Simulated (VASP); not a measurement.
**WSe3: single point with PBE**

The system is WSe3.

```xyz
8
Lattice="6.7027 0.0000 0.0000 0.0000 6.7027 0.0000 0.0000 0.0000 6.7632" Properties=species:S:1:pos:R:3 pbc="T T T"
W     3.3513    0.0000    6.1306
W     0.0000    3.3513    0.6326
Se    1.6757    5.0270    0.0000
Se    5.0270    5.0270    0.0000
Se    5.0270    1.6757    0.0000
Se    1.6757    1.6757    0.0000
Se    3.3513    0.0000    3.8659
Se    0.0000    3.3513    2.8974
```

The cell was generated, and may not be a known phase.

| Quantity | Value |
| --- | --- |
| Program | VASP 6.6.1 |
| Task | single point |
| Functional | PBE |
| Potentials or basis | VASP PAW PBE potentials, release 64 (W_sv, Se) |
| Cutoff | 520 eV |
| k mesh | 6 × 6 × 6 |
| Occupations | gaussian, width 0.1 eV |
| Spin | no spin polarisation |
| Dipole correction | no |
| Further INCAR settings | ALGO = Normal; EDIFF = 1e-07; NBANDS = 42 |

```json
{"Pressure": "0.1 GPa", "Largest force": "0.035 eV/Å", "Band gap on the k mesh": "zero (bands 32 and 33 overlap by 0.06 eV)"}
```

Forces in eV/Å, atoms in the order of the input:
```
W    0.000  0.000  0.021
W    0.000  0.000 -0.021
Se   0.000  0.000  0.000
Se   0.000  0.000  0.000
Se   0.000  0.000  0.000
Se   0.000  0.000  0.000
Se   0.000  0.000 -0.035
Se   0.000  0.000  0.035
```

Levels at points of the mesh, in eV from the Fermi level:
```csv
k point,band 29,band 30,band 31,band 32,band 33,band 34,band 35,band 36
"(0.00, 0.00, 0.00)",-1.19,-0.86,-0.65,-0.65,-0.07,0.25,0.25,0.43
"(0.50, 0.00, 0.00)",-1.39,-1.39,-0.41,-0.41,0.38,0.38,0.60,0.60
"(0.50, 0.50, 0.00)",-2.13,-2.13,-1.12,-1.12,0.29,0.29,0.75,0.75
"(0.00, 0.00, 0.50)",-1.00,-0.89,-0.69,-0.69,0.42,0.45,0.56,0.56
"(0.50, 0.00, 0.50)",-1.11,-1.11,-0.37,-0.37,0.38,0.38,0.73,0.73
"(0.50, 0.50, 0.50)",-2.11,-2.11,-0.98,-0.98,0.63,0.63,0.78,0.78
```

Run time: 13 min on 1 thread of AMD EPYC 7R43 64-Core Processor (Zen 3), on a shared host, peak memory 0.55 GiB.

Caveat: spin-orbit coupling is left out, which moves the levels of the heavy elements.
